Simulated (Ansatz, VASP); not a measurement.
## Two plane-wave programs on CdHg3Se4

```
Cd Hg Se
1.0
    -4.42156   -0.00579   -0.01601
     0.02791    4.43638    6.24285
    -0.01641    4.39899   -6.21563
Cd Hg Se
1 3 4
Cartesian
  -2.1998 4.4140 0.0126
  -0.0250 6.6160 -3.0973
  0.0234 2.2219 -3.1093
  -2.2627 4.3972 -6.2341
  0.0059 4.4294 4.6786
  0.0162 4.4114 -1.5125
  -2.2105 2.2076 1.5479
  -2.1667 6.6137 1.5617
```

Change from the starting cell: cell x1, atoms moved at random (sigma 0.1 Å) and cell strained at random (1.5 %), then relaxed without symmetry.

Alike in both runs: functional PBE; k mesh 6 × 4 × 4; occupations gaussian, width 0.2 eV; no spin polarisation.

Ansatz relaxed the structure, and its values are those at the end. VASP's run is a single point on that final structure, the one shown.

```csv
,VASP,Ansatz
version,VASP 6.6.1,Ansatz 0.2.0
potentials or method,"VASP PAW PBE potentials, release 64 (Cd, Hg, Se), cutoff 520 eV","scalar-relativistic, plane waves, PAW"
valence electrons in the cell,72,144
```

Ansatz gave:

* pressure (GPa): 0.0
* rms of the force components (eV/Å): 0.009

Problem. What did VASP give for the same quantities?

Solution. Pressure (GPa): 0.2; rms of the force components (eV/Å): 0.009.

With one functional, cell and mesh, what is left measures potentials, basis and numerics. VASP's potentials hold 72 valence electrons a cell and Ansatz's 144, so a difference there can come from the potentials and not from the codes.

Spin-orbit coupling is off throughout.
